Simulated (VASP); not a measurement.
Write the native input for VASP 6.6.1 that does the following.

| Property | Result |
| --- | --- |
| Task | single point |
| Functional | PBE |
| Potentials or basis | VASP PAW PBE potentials, release 64 (Sc_sv, Te) |
| Cutoff | 520 eV |
| k mesh | 8 × 8 × 8 |
| Occupations | gaussian, width 0.05 eV |
| Spin | no spin polarisation |
| Dipole correction | no |
| Further INCAR settings | ALGO = Normal; EDIFF = 1e-07; NBANDS = 18 |

The structure of ScTe2 lies in POSCAR:

```
ScTe2
1.0
    0.0000000000      3.5627719815      3.5983997013
    3.5627719815      0.0000000000      3.5983997013
    3.5627719815      3.5627719815      0.0000000000
Sc Te
1 2
Direct
    0.0000000000      0.0000000000      0.0000000000
    0.2500000000      0.2500000000      0.2500000000
    0.7500000000      0.7500000000      0.7500000000
```

One way to write it, as run:

INCAR

```
ALGO     = Normal         # electronic algorithm
EDIFF    = 1E-7           # SCF threshold, eV
ENCUT    = 520            # plane-wave cutoff, eV
GGA      = PE             # functional
ISIF     = 2              # what is computed and relaxed
ISMEAR   = 0              # smearing method
LASPH    = T              # aspherical terms in the spheres
LCHARG   = T              # write CHGCAR
LELF     = T              # ELF
LREAL    = F              # projectors in reciprocal space
LVHAR    = T            
LWAVE    = F              # write WAVECAR
NBANDS   = 18             # bands
NELM     = 100            # most SCF steps
PREC     = Accurate       # precision mode
SIGMA    = 0.05           # smearing width, eV
```

KPOINTS

```
k-points
0
Gamma
  8 8 8
```

Potentials or basis: VASP PAW PBE potentials, release 64 (Sc_sv, Te).

The run is started by

```sh
$ cat potpaw_PBE.64/Sc_sv/POTCAR potpaw_PBE.64/Te/POTCAR > POTCAR
$ mpirun -np 1 vasp_std > vasp.out
```

Results of the run:

* Pressure: -0.5 GPa

It took 54 s on 1 thread of Intel(R) Xeon(R) 6975P-C (Granite Rapids), on a shared host, peak memory 0.3 GiB.
